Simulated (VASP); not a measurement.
**Ti: single point with r2SCAN**

Ti:

```
Ti
1.0
    -1.62589    1.62589    1.62589
     1.62589   -1.62589    1.62589
     1.62589    1.62589   -1.62589
Ti
1
Direct
  0.00000 0.00000 0.00000
```

- Program: VASP 6.6.1
- Task: single point
- Functional: r2SCAN
- Potentials or basis: VASP PAW PBE potentials, release 64 (Ti_sv)
- Cutoff: 520 eV
- k mesh: 18 × 18 × 18
- Occupations: gaussian, width 0.1 eV
- Spin: no spin polarisation

```yaml
Pressure: 0.4 GPa
Band_gap_on_the_k_mesh: zero (band 6 reaches 9.38 eV, above the bottom of band 7 at 7.54 eV)
```

Levels at points of the mesh, in eV from the Fermi level:
```csv
k point,band 3,band 4,band 5,band 6,band 7,band 8,band 9,band 10
"(0.00, 0.00, 0.00)",-33.68,-33.68,-6.36,1.15,1.15,1.15,2.95,2.95
"(0.50, 0.00, 0.00)",-33.90,-33.69,-2.61,-0.34,0.99,2.96,3.32,4.54
"(0.50, 0.50, 0.50)",-34.17,-34.17,-2.31,-2.31,4.17,4.17,4.17,8.84
```

Run time: 2.5 min on 1 thread of Intel(R) Xeon(R) Platinum 8259CL CPU @ 2.50GHz (Skylake/Cascade Lake), on a shared host, peak memory 0.17 GiB.

Caveat: the PAW data sets were made with another functional, which shifts forces and pressure a little.
